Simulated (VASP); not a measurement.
Au: single point with PBE

The system is Au.

```xyz
1
Lattice="2.7379 0.0000 0.0000 0.0000 2.7379 0.0000 0.0000 0.0000 2.7379" Properties=species:S:1:pos:R:3 pbc="T T T"
Au    0.0000    0.0000    0.0000
```

This isn't the form of Au at room conditions, which is fcc.

* Program: VASP 6.6.1
* Task: single point
* Functional: PBE
* Potentials or basis: VASP PAW PBE potentials, release 64 (Au)
* Cutoff: 520 eV
* k mesh: 15 × 15 × 15
* Occupations: fermi-dirac, width 0.05 eV
* Spin: non-collinear spin, zero start, spin-orbit coupling
* Starting moments: [[0.0, 0.0, 0.0]] μB
* Dipole correction: no
* Further INCAR settings: ALGO = Normal; EDIFF = 1e-06; NBANDS = 22

```json
{
  "Pressure": "0.0 GPa",
  "Net moment": "0.00 μB per cell",
  "Valence electrons inside the program's atomic spheres": "Au 9.63"
}
```

Moments on the atoms (μB; x, y, z):
```
Au  0.00 0.00 0.00
```

Wall time 29 s on 1 thread of Intel(R) Xeon(R) 6975P-C (Granite Rapids), with other jobs on the host, peak memory 0.21 GiB.
